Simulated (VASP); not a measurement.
# KMgF3 (cubic perovskite): single point with r2SCAN

Crystal: KMgF3 (cubic perovskite).

```xyz
5
Lattice="3.6397 0.0000 0.0000 0.0000 3.6397 0.0000 0.0000 0.0000 3.6397" Properties=species:S:1:pos:R:3 pbc="T T T"
K     1.8198    1.8198    1.8198
Mg    0.0000    0.0000    0.0000
F     1.8198    0.0000    0.0000
F     0.0000    1.8198    0.0000
F     0.0000    0.0000    1.8198
```

This cell differs from its parent crystal: volume scaled by 0.75.

```json
{"Program": "VASP 6.6.1", "Task": "single point", "Functional": "r2SCAN", "Potentials or basis": "VASP PAW PBE potentials, release 64 (K_sv, Mg, F)", "Cutoff": "520 eV", "k mesh": "6 × 6 × 6", "Occupations": "gaussian, width 0.01 eV", "Spin": "no spin polarisation", "Dipole correction": "no", "Further INCAR settings": "ALGO = Normal; EDIFF = 1e-07; NBANDS = 24"}
```

```yaml
Pressure: 38.4 GPa
Band_gap_on_the_k_mesh: 10.81 eV, indirect (least direct gap 11.09 eV)
```

Levels at points of the mesh, in eV from the valence-band top:
```tsv
k point	band 12	band 13	band 14	band 15	band 16	band 17	band 18	band 19	band 20	band 21
(0.00, 0.00, 0.00)	-0.97	-0.97	-0.28	-0.28	-0.28	10.81	11.14	11.14	13.80	13.80
(0.50, 0.00, 0.00)	-1.39	-1.20	-1.20	-0.71	-0.71	12.64	12.81	14.59	14.74	15.16
(0.50, 0.50, 0.00)	-1.62	-1.42	-1.09	-1.09	-0.04	13.40	13.81	15.06	15.06	16.62
(0.50, 0.50, 0.50)	-1.41	-1.41	0.00	0.00	0.00	12.48	12.48	12.48	16.23	16.23
```

Wall time 83 s on 1 thread of Intel(R) Xeon(R) Platinum 8259CL CPU @ 2.50GHz (Skylake/Cascade Lake), with other jobs on the host, peak memory 0.18 GiB.

Caveat: the PAW data sets were made with another functional, which shifts forces and pressure a little. A k mesh can miss the band edges.
